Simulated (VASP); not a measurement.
# Au in VASP: notebook

The runs below take Au through single point, with r2SCAN.

Everything below comes from runs of VASP 6.6.1. Logs are shortened: lines on timing, memory, paths and dates and some standing lists are left out, and cuts for length are marked.

## (1) The cell of the first run

The cell holds a slab with vacuum, 6 atoms: a = 2.916 Å, b = 2.916 Å, c = 25.310 Å, α = 90.00°, β = 90.00°, γ = 90.00°.

## (2) Single point, r2SCAN

Input file POSCAR:

```
Au
1.0
    2.9162060726      0.0000000000      0.0000000000
    0.0000000000      2.9162060726      0.0000000000
    0.0000000000      0.0000000000     25.3103454465
Au
6
Direct
    0.5000000000      0.5000000000      0.2963215186
    0.0000000000      0.0000000000      0.3777929112
    0.5000000000      0.5000000000      0.4592643037
    0.0000000000      0.0000000000      0.5407356963
    0.5000000000      0.5000000000      0.6222070888
    0.0000000000      0.0000000000      0.7036784814
```

Input file INCAR.step1:

```
PREC = Accurate ; ENCUT = 520
ISMEAR = 0 ; SIGMA = 0.1
LREAL = False ; LASPH = True
NELM = 60 ; LDIPOL = True
IDIPOL = 3 ; DIPOL = 0.5 0.5 0.500
NBANDS = 42 ; GGA = PE
ALGO = Normal ; EDIFF = 1E-4
LWAVE = True ; LCHARG = False
```

Input file INCAR.step2:

```
PREC = Accurate ; ENCUT = 520
EDIFF = 1E-6 ; ISMEAR = 0
SIGMA = 0.1 ; LREAL = False
LASPH = True ; NELM = 60
ALGO = Normal ; ISIF = 2
LWAVE = False ; LCHARG = False
LDIPOL = True ; IDIPOL = 3
DIPOL = 0.5 0.5 0.500 ; METAGGA = R2SCAN
LMIXTAU = True ; NBANDS = 42
ISTART = 1
```

Input file KPOINTS:

```
Automatic mesh
0
Gamma
  12 12 3
```

Potentials or basis: VASP PAW PBE potentials, release 64 (Au).

On the command line:

```bash
cat potpaw_PBE.64/Au/POTCAR > POTCAR
cp INCAR.step1 INCAR
mpirun -np 1 vasp_std > vasp.out
cp INCAR.step2 INCAR
mpirun -np 1 vasp_std > vasp.out
```

OUTCAR:

```text
PREC = Accurate
   ENCUT = 520
   EDIFF = 1E-6
   ISMEAR = 0
   LREAL = False
   LASPH = True
   NELM = 60
   ISIF = 2
   METAGGA = R2SCAN
   ISTART = 1

 ion  position               nearest neighbor table
   1  0.500  0.500  0.296-   2 2.92   2 2.92   2 2.92   2 2.92
   2  0.000  0.000  0.378-   3 2.92   3 2.92   3 2.92   3 2.92   1 2.92   1 2.92   1 2.92   1 2.92

   3  0.500  0.500  0.459-   2 2.92   2 2.92   2 2.92   2 2.92   4 2.92   4 2.92   4 2.92   4 2.92

   4  0.000  0.000  0.541-   5 2.92   5 2.92   5 2.92   5 2.92   3 2.92   3 2.92   3 2.92   3 2.92

   5  0.500  0.500  0.622-   4 2.92   4 2.92   4 2.92   4 2.92   6 2.92   6 2.92   6 2.92   6 2.92

   6  0.000  0.000  0.704-   5 2.92   5 2.92   5 2.92   5 2.92

  LATTYP: Found a simple tetragonal cell.
 ALAT       =     2.9162060726
 C/A-ratio  =     8.6792033266

  Lattice vectors:

 A1 = (   2.9162060726,   0.0000000000,   0.0000000000)
 A2 = (   0.0000000000,   2.9162060726,   0.0000000000)
 A3 = (   0.0000000000,   0.0000000000,  25.3103454465)

Analysis of symmetry for initial positions (statically):
=====================================================================
 Subroutine PRICEL returns:
 Original cell was already a primitive cell.

 Routine SETGRP: Setting up the symmetry group for a
 simple tetragonal supercell.

 Subroutine GETGRP returns: Found 16 space group operations
 (whereof  8 operations were pure point group operations)
 out of a pool of 16 trial point group operations.

The static configuration has the point symmetry C_4v.
 The point group associated with its full space group is D_4h.

Analysis of symmetry for dynamics (positions and initial velocities):
=====================================================================
 Subroutine PRICEL returns:
 Original cell was already a primitive cell.

 Routine SETGRP: Setting up the symmetry group for a
 simple tetragonal supercell.

 Subroutine GETGRP returns: Found 16 space group operations
 (whereof  8 operations were pure point group operations)
 out of a pool of 16 trial point group operations.

The dynamic configuration has the point symmetry C_4v.
 The point group associated with its full space group is D_4h.

 Subroutine INISYM returns: Found 16 space group operations
 (whereof  8 operations are pure point group operations),
 and found     1 'primitive' translations

----------------------------------------------------------------------------------------

                                     Primitive cell
[... 110 lines left out ...]
   NELECT =      66.0000    total number of electrons
   NUPDOWN=      -1.0000    fix difference up-down
   EMIN   =  10.00;   EMAX   =-10.00  energy-range for DOS
   EFERMI =   0.00;   METHOD = LEGACY
   ISMEAR =     0;   SIGMA  =   0.10  broadening in eV -4-tet -1-fermi 0-gaus
   EFERMI_NEDOS =   21; number of points for ismear=-14 and -15
   IALGO  =     38    algorithm
   IMIX   =      4    mixing-type and parameters
     AMIX     =   0.40;   BMIX     =  1.00
     AMIX_MAG =   1.60;   BMIX_MAG =  1.00
  volume/ion in A,a.u.               =      35.87       242.09
  Fermi-wavevector in a.u.,A,eV,Ry     =   1.103938  2.086140 16.581133  1.218679
  Thomas-Fermi vector in A             =   2.240403
   LORBIT       =      0    0 simple, 1 ext, 2 COOP (PROOUT), +10 PAW based schemes
   METAGGA = R2SCAN    functional components
   LHFCALC =     F    Hartree Fock is set to
   AEXX    =    0.0000 exact exchange contribution
   IVDW    =     0    specifies the selected vdW correction
   LEPSILON=     F    determine dielectric tensor
   LRPA    =     F    only Hartree local field effects (RPA)
 non-spin polarized calculation
 Gauss-broadening in eV      SIGMA  =   0.10
  energy-cutoff  :      520.00
  volume of cell :      215.25
 maximum number of plane-waves:      5879
 NGX is ok and might be reduce to    24
   NGX = 11   NGY = 11   NGZ = 95

 dipolmoment           0.000000      0.000000     -0.000000 electrons x Angstroem

 number of electron      65.9999998 magnetization

 dipolmoment           0.000000      0.000000      0.000000 electrons x Angstroem

 Free energy of the ion-electron system (eV)
  ---------------------------------------------------
  ext. energy  EPLUGINS =         0.00000000
  ---------------------------------------------------
  free energy    TOTEN  =      -302.45654125 eV

  energy without entropy =     -302.44430301  energy(sigma->0) =     -302.45042213

 E-fermi :   1.7271     XC(G=0):  -7.1758

 val. band max:        1.7234977379   @ k =   0.4167   0.0000   0.3333
 cond. band min:       1.7492172708   @ k =   0.3333   0.1667   0.0000
 fundamental gap:      0.0257195328
 Fermi energy:         1.7270552298

 k-point     1 :       0.0000    0.0000    0.0000
  band No.  band energies     occupation
      1      -7.7699      2.00000
      2      -6.9099      2.00000
      3      -5.7789      2.00000
      4      -5.2756      2.00000
      5      -4.9827      2.00000
      6      -4.7871      2.00000
[... 1069 lines left out ...]
     41       9.2501      0.00000
     42       9.9024      0.00000

 [... further k-points ...]

------------------------ aborting loop because EDIFF is reached ----------------------------------------

 vacuum level on the upper side and lower side of the slab       (xc-potential included)        -0.028        -0.028

  FORCE on cell =-STRESS in cart. coord.  units (eV):
  Direction    XX          YY          ZZ          XY          YZ          ZX
  --------------------------------------------------------------------------------------
  -------------------------------------------------------------------------------------
  Total       -2.7792087     -2.7792087     -0.4364681      0.0000000      0.0000000      0.0000000
  in kB      -20.6869876    -20.6869876     -3.2488419      0.0000000      0.0000000      0.0000000
  external PRESSURE =     -14.8742724 kB  Pullay stress =       0.0000000 kB

 VOLUME and BASIS-vectors are now :
 -----------------------------------------------------------------------------
  energy-cutoff  :      520.00
  volume of cell :      215.25
      direct lattice vectors                 reciprocal lattice vectors
     2.916206073  0.000000000  0.000000000     0.342911295  0.000000000  0.000000000
     0.000000000  2.916206073  0.000000000     0.000000000  0.342911295  0.000000000
     0.000000000  0.000000000 25.310345447     0.000000000  0.000000000  0.039509536

 POSITION                                       TOTAL-FORCE (eV/Angst)
 -----------------------------------------------------------------------------------
      1.45810      1.45810      7.50000        -0.000000     -0.000000      0.093752
      0.00000      0.00000      9.56207         0.000000      0.000000     -0.090746
      1.45810      1.45810     11.62414         0.000000     -0.000000     -0.010796
      0.00000      0.00000     13.68621         0.000000     -0.000000      0.010796
      1.45810      1.45810     15.74828        -0.000000     -0.000000      0.090746
      0.00000      0.00000     17.81035         0.000000      0.000000     -0.093752
 -----------------------------------------------------------------------------------
    total drift:                                0.000000     -0.000000      0.000000

  FREE ENERGIE OF THE ION-ELECTRON SYSTEM (eV)
  ---------------------------------------------------
  free  energy   TOTEN  =      -302.4565412542 eV

  energy  without entropy=     -302.4443030105  energy(sigma->0) =     -302.45042213

 vacuum level on the upper side and lower side of the slab         6.746         6.746
```

OUTCAR.step1:

```text
PREC = Accurate
   ENCUT = 520
   ISMEAR = 0
   LREAL = False
   LASPH = True
   NELM = 60
   GGA = PE
   EDIFF = 1E-4

 ion  position               nearest neighbor table
[... 1325 lines left out ...]
      0.00000      0.00000     17.81035        -0.000000      0.000000      0.066733
 -----------------------------------------------------------------------------------
    total drift:                                0.000000     -0.000000      0.000000

  FREE ENERGIE OF THE ION-ELECTRON SYSTEM (eV)
  ---------------------------------------------------
  free  energy   TOTEN  =       -18.4011089389 eV

  energy  without entropy=      -18.3890398967  energy(sigma->0) =      -18.39507442

 vacuum level on the upper side and lower side of the slab         6.495         6.495
```

It took 63 min on 1 thread of Oxide Virtual Turin-like, shared host; peak memory 0.56 GiB.

What came out:

```yaml
Free_energy: -302.4565 eV
Largest_force: 0.094 eV/Å
Band_gap_on_the_k_mesh: zero (bands 33 and 34 overlap by 5.43 eV)
```

Forces in eV/Å, atoms in the order of the input:
```
Au   0.000  0.000  0.094
Au   0.000  0.000 -0.091
Au   0.000  0.000 -0.011
Au   0.000  0.000  0.011
Au   0.000  0.000  0.091
Au   0.000  0.000 -0.094
```

Caveat: the PAW data sets were made with another functional, which shifts forces and pressure a little; spin-orbit coupling is left out, which moves the levels of the heavy elements.

[end of part 1 of 2]

The gap in the log of VASP goes by the Fermi energy; the results here count the filled bands.